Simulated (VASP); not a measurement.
# La3Hf (Pm-3m) in VASP: further runs, part 2 of 2

VASP 6.6.1. Earlier steps stand in the parts before.

## 4. Single point, PBE

This run uses another cell than the first one, of 31.46 Å³/atom.

Contents of INCAR:

```
PREC     = Accurate       # precision mode
ENCUT    = 520            # plane-wave cutoff, eV
EDIFF    = 1E-6           # SCF threshold, eV
ISMEAR   = -1             # smearing method
SIGMA    = 0.05           # smearing width, eV
LREAL    = False          # projectors in reciprocal space
LASPH    = True           # aspherical terms in the spheres
NELM     = 60             # most SCF steps
ALGO     = Normal         # electronic algorithm
ISIF     = 2              # what is computed and relaxed
LWAVE    = False          # write WAVECAR
LCHARG   = False          # write CHGCAR
GGA      = PE             # functional
NBANDS   = 30             # bands
```

Contents of KPOINTS:

```
Automatic mesh
0
Gamma
  5 5 5
```

Contents of POSCAR:

```
La3Hf
1.0
    5.0112710334      0.0000000000      0.0000000000
    0.0000000000      5.0112710334      0.0000000000
    0.0000000000      0.0000000000      5.0112710334
Hf La
1 3
Direct
    0.0000000000      0.0000000000      0.0000000000
    0.5000000000      0.5000000000      0.0000000000
    0.5000000000      0.0000000000      0.5000000000
    0.0000000000      0.5000000000      0.5000000000
```

Potentials or basis: VASP PAW PBE potentials, release 64 (Hf_pv, La).

Launch:

```
cat potpaw_PBE.64/Hf_pv/POTCAR potpaw_PBE.64/La/POTCAR > POTCAR
mpirun -np 1 vasp_std > vasp.out
```

OUTCAR:

```text
PREC = Accurate
   ENCUT = 520
   EDIFF = 1E-6
   ISMEAR = -1
   LREAL = False
   LASPH = True
   NELM = 60
   ISIF = 2
   GGA = PE

 ion  position               nearest neighbor table
   1  0.000  0.000  0.000-   2 3.54   3 3.54   4 3.54   3 3.54   4 3.54   2 3.54   4 3.54   4 3.54
                             2 3.54   3 3.54   3 3.54   2 3.54
   2  0.500  0.500  0.000-   1 3.54   3 3.54   4 3.54   3 3.54   4 3.54   1 3.54   3 3.54   3 3.54
                             1 3.54   4 3.54   4 3.54   1 3.54
   3  0.500  0.000  0.500-   1 3.54   2 3.54   4 3.54   1 3.54   2 3.54   2 3.54   4 3.54   2 3.54
                             1 3.54   4 3.54   1 3.54   4 3.54
   4  0.000  0.500  0.500-   1 3.54   2 3.54   3 3.54   1 3.54   2 3.54   1 3.54   3 3.54   1 3.54
                             2 3.54   3 3.54   2 3.54   3 3.54

  LATTYP: Found a simple cubic cell.
 ALAT       =     5.0112710334

  Lattice vectors:

 A1 = (   5.0112710334,   0.0000000000,   0.0000000000)
 A2 = (   0.0000000000,   5.0112710334,   0.0000000000)
 A3 = (   0.0000000000,   0.0000000000,   5.0112710334)

Analysis of symmetry for initial positions (statically):
=====================================================================
 Subroutine PRICEL returns:
 Original cell was already a primitive cell.

 Routine SETGRP: Setting up the symmetry group for a
 simple cubic supercell.

 Subroutine GETGRP returns: Found 48 space group operations
 (whereof 48 operations were pure point group operations)
 out of a pool of 48 trial point group operations.

The static configuration has the point symmetry O_h .

Analysis of symmetry for dynamics (positions and initial velocities):
=====================================================================
 Subroutine PRICEL returns:
 Original cell was already a primitive cell.

 Routine SETGRP: Setting up the symmetry group for a
 simple cubic supercell.

 Subroutine GETGRP returns: Found 48 space group operations
[... 109 lines left out ...]
   IALGO  =     38    algorithm
   IMIX   =      4    mixing-type and parameters
     AMIX     =   0.40;   BMIX     =  1.00
     AMIX_MAG =   1.60;   BMIX_MAG =  1.00
  volume/ion in A,a.u.               =      31.46       212.31
  Fermi-wavevector in a.u.,A,eV,Ry     =   1.144502  2.162795 17.822054  1.309884
  Thomas-Fermi vector in A             =   2.281193
   LORBIT       =      0    0 simple, 1 ext, 2 COOP (PROOUT), +10 PAW based schemes
   GGA     = PE    functional components
   LHFCALC =     F    Hartree Fock is set to
   AEXX    =    0.0000 exact exchange contribution
   IVDW    =     0    specifies the selected vdW correction
   LEPSILON=     F    determine dielectric tensor
   LRPA    =     F    only Hartree local field effects (RPA)
 non-spin polarized calculation
  energy-cutoff  :      520.00
  volume of cell :      125.85
 maximum number of plane-waves:      3407
 NGX is ok and might be reduce to    40
   NGX = 19   NGY = 19   NGZ = 19

 number of electron      42.9999994 magnetization

 Free energy of the ion-electron system (eV)
  ---------------------------------------------------
  ext. energy  EPLUGINS =         0.00000000
  ---------------------------------------------------
  free energy    TOTEN  =       -23.81521553 eV

  energy without entropy =      -23.77122183  energy(sigma->0) =      -23.79321868

 E-fermi :   7.8889     XC(G=0): -10.1443

 val. band max:        7.7931048181   @ k =   0.4000   0.2000   0.2000
 cond. band min:       7.9027341983   @ k =   0.4000   0.2000   0.0000
 fundamental gap:      0.1096293802
 Fermi energy:         7.8889314699

 k-point     1 :       0.0000    0.0000    0.0000
  band No.  band energies     occupation
      1     -24.6902      2.00000
      2     -24.3209      2.00000
      3     -24.3209      2.00000
      4     -23.2713      2.00000
      5     -23.2713      2.00000
      6     -23.2713      2.00000
[... 319 lines left out ...]
     29       9.5090      0.00000
     30       9.6444      0.00000

------------------------ aborting loop because EDIFF is reached ----------------------------------------

  FORCE on cell =-STRESS in cart. coord.  units (eV):
  Direction    XX          YY          ZZ          XY          YZ          ZX
  --------------------------------------------------------------------------------------
  -------------------------------------------------------------------------------------
  Total        0.6135011      0.6135011      0.6135011      0.0000000      0.0000000      0.0000000
  in kB        7.8105609      7.8105609      7.8105609      0.0000000      0.0000000      0.0000000
  external PRESSURE =       7.8105609 kB  Pullay stress =       0.0000000 kB

 VOLUME and BASIS-vectors are now :
 -----------------------------------------------------------------------------
  energy-cutoff  :      520.00
  volume of cell :      125.85
      direct lattice vectors                 reciprocal lattice vectors
     5.011271033  0.000000000  0.000000000     0.199550173  0.000000000  0.000000000
     0.000000000  5.011271033  0.000000000     0.000000000  0.199550173  0.000000000
     0.000000000  0.000000000  5.011271033     0.000000000  0.000000000  0.199550173

 POSITION                                       TOTAL-FORCE (eV/Angst)
 -----------------------------------------------------------------------------------
      0.00000      0.00000      0.00000         0.000000      0.000000      0.000000
      2.50564      2.50564      0.00000         0.000000      0.000000      0.000000
      2.50564      0.00000      2.50564         0.000000      0.000000      0.000000
      0.00000      2.50564      2.50564         0.000000      0.000000      0.000000
 -----------------------------------------------------------------------------------
    total drift:                                0.000000     -0.000000     -0.000000

  FREE ENERGIE OF THE ION-ELECTRON SYSTEM (eV)
  ---------------------------------------------------
  free  energy   TOTEN  =       -23.8152155321 eV

  energy  without entropy=      -23.7712218322  energy(sigma->0) =      -23.79321868
```

Run time: 60 s. Hardware: 1 thread of Intel Xeon Platinum 8259CL at 2.50GHz (Skylake/Cascade Lake), shared host; peak memory 0.26 GiB.

What came out:

```
Free energy            : -23.8152 eV
Pressure               : 0.8 GPa
Band gap on the k mesh : zero (an odd number of electrons rules out a gap without spin polarisation)
```

Caveat: spin-orbit coupling is left out, which moves the levels of the heavy elements.

## 5. Summary

```tsv
cell	gap on the mesh (eV)	pressure (GPa)
a = 4.942 Å, 4 atoms	none	2.6
a = 4.977 Å, 4 atoms	none	1.7
a = 5.011 Å, 4 atoms	none	0.8
```

Alike in all rows: task single point; level PBE; potentials or basis VASP PAW PBE potentials, release 64 (Hf_pv, La); no spin polarisation; k mesh 5 × 5 × 5; cutoff (eV) 520; smearing fermi-dirac 0.05 eV.

Caveats: spin-orbit coupling is left out, which moves the levels of the heavy elements.

Total energies depend on the potentials used, so only differences within one code and one set of settings carry meaning.

The gap in the log of VASP goes by the Fermi energy; the results here count the filled bands.